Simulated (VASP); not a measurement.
## W2F3: single point with PBE

Crystal: W2F3.

```xyz
5
Lattice="4.5254 0.0000 0.0000 -2.2627 3.9191 0.0000 0.0000 0.0000 4.0623" Properties=species:S:1:pos:R:3 pbc="T T T"
W     0.0000    2.6127    0.0000
W     2.2627    1.3064    0.0000
F     0.0000    0.0000    0.0000
F     0.0000    2.6127    2.0312
F     2.2627    1.3064    2.0312
```

```
Program                : VASP 6.6.1
Task                   : single point
Functional             : PBE
Potentials or basis    : VASP PAW PBE potentials, release 64 (W_sv, F)
Cutoff                 : 520 eV
k mesh                 : 12 × 12 × 10
Occupations            : gaussian, width 0.1 eV
Spin                   : no spin polarisation
Dipole correction      : no
Further INCAR settings : ALGO = Normal; EDIFF = 1e-07; NBANDS = 32
```

```
Pressure               : 0.6 GPa
Band gap on the k mesh : zero (an odd number of electrons rules out a gap without spin polarisation)
```

Stress tensor (GPa, compression positive):
```
0.06 0.00 0.00
0.00 0.06 0.00
0.00 0.00 1.76
```

Levels at points of the mesh, in eV from the Fermi level:
| k point | band 22 | band 23 | band 24 | band 25 | band 26 | band 27 | band 28 | band 29 |
| --- | --- | --- | --- | --- | --- | --- | --- | --- |
| (0.00, 0.00, 0.00) | -1.38 | -1.38 | -0.18 | -0.18 | 1.53 | 1.53 | 1.85 | 1.85 |
| (0.50, 0.00, 0.00) | -1.79 | -1.25 | -0.76 | -0.68 | 0.76 | 1.92 | 2.26 | 2.76 |
| (0.00, 0.00, 0.50) | -0.27 | -0.27 | 0.25 | 0.25 | 1.88 | 1.88 | 2.47 | 2.47 |
| (0.50, 0.00, 0.50) | -1.29 | -0.73 | -0.05 | 0.65 | 1.67 | 2.04 | 2.95 | 3.14 |

It took 3 min on 1 thread of Intel(R) Xeon(R) Platinum 8488C (Sapphire Rapids) (shared host), peak memory 0.33 GiB.

Caveat: spin-orbit coupling is left out, which moves the levels of the heavy elements; an odd number of electrons without spin polarisation forces a metal; a magnetic or distorted state may lie lower.
